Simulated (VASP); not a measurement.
A run of VASP 6.6.1 is set up as follows.

The input INCAR:

```
SYSTEM = BP
  PREC = Accurate
  ENCUT = 500
  EDIFF = 1E-7
  ISMEAR = 0
  SIGMA = 0.02
  LREAL = .False.
  LASPH = .True.
  NELM = 120
  ALGO = Normal
  ISIF = 3
  LWAVE = .False.
  LCHARG = .False.
  GGA = PE
  IVDW = 12
  IBRION = 2
  NSW = 70
  EDIFFG = -0.02
  GGA_COMPAT = .False.
  NELMIN = 4
```

The input KPOINTS:

```
Automatic mesh
0
Gamma
  10 10 10
  0 0 0
```

POSCAR

```
BP
1.0
    0.0000000000      2.2660722700      2.2660722700
    2.2660722700      0.0000000000      2.2660722700
    2.2660722700      2.2660722700      0.0000000000
B P
1 1
Direct
    0.0000000000      0.0000000000      0.0000000000
    0.2500000000      0.2500000000      0.2500000000
```

Potentials or basis: VASP PAW PBE potentials, release 64 (B, P).

Command:

```console
$ cat potpaw_PBE.64/B/POTCAR potpaw_PBE.64/P/POTCAR > POTCAR
$ mpirun -np 1 vasp_std > vasp.out
```

Problem. What does it give for the space group after relaxing (to 0.05 Å)?

Solution. F-43m (No. 216).

Problem. Predict the relaxed volume.

Solution. 11.43 Å³/atom.

Problem. Predict the dispersion energy per atom.

Solution. -0.331 eV.

Problem. What does it give for the relaxed cell?

Solution. a = 3.186 Å, b = 3.186 Å, c = 3.186 Å, α = 60.00°, β = 60.00°, γ = 60.00°.

The path:
| step | energy change (eV) | largest force (eV/Å) | pressure (GPa) | volume (Å³) |
| --- | --- | --- | --- | --- |
| 1 | 0.0000 | 0.0000 | -2.93 | 23.27 |
| 2 | -0.0017 | 0.0000 | 2.29 | 22.56 |
| 3 | -0.0038 | 0.0000 | 0.01 | 22.86 |
